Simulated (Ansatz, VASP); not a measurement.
**NaI: VASP beside Ansatz**

```
CELL_PARAMETERS angstrom
0.00000 3.13931 3.28495
3.13931 0.00000 3.28495
3.13931 3.13931 0.00000
ATOMIC_POSITIONS crystal
Na 0.00000 0.00000 0.00000
I 0.50000 0.50000 0.50000
```

Change from the starting cell: strain -0.030 along x and y, +0.015 along z, atoms carried along.

Alike in both runs: task single point; functional r2SCAN; k mesh 6 × 6 × 6; occupations gaussian, width 0.05 eV; no spin polarisation.

```csv
,VASP,Ansatz
version,VASP 6.6.1,Ansatz 0.2.0
potentials or method,"VASP PAW PBE potentials, release 64 (Na_pv, I), cutoff 520 eV","scalar-relativistic, plane waves, PAW"
valence electrons in the cell,14,26
```

Ansatz gave:

| Quantity | Value |
| --- | --- |
| gap on the k mesh at the Fermi level (eV) | 4.55 |
| least direct gap on the mesh (eV) | 4.55 |
| pressure (GPa) | 0.9 |
| traceless stress, the component that is largest in VASP (GPa) | -0.98 |

Q: Which values does VASP return?

A: gap on the k mesh at the Fermi level (eV): 4.56; least direct gap on the mesh (eV): 4.56; pressure (GPa): 0.8; traceless stress, the component that is largest in VASP (GPa): -0.97.

VASP's potentials were made for PBE, not for r2SCAN. The functional is the same, so the differences come from potentials, cutoffs and numerics. VASP's potentials hold 14 valence electrons a cell and Ansatz's 26, so a difference there can come from the potentials and not from the codes.

Neither program's run includes spin-orbit coupling.
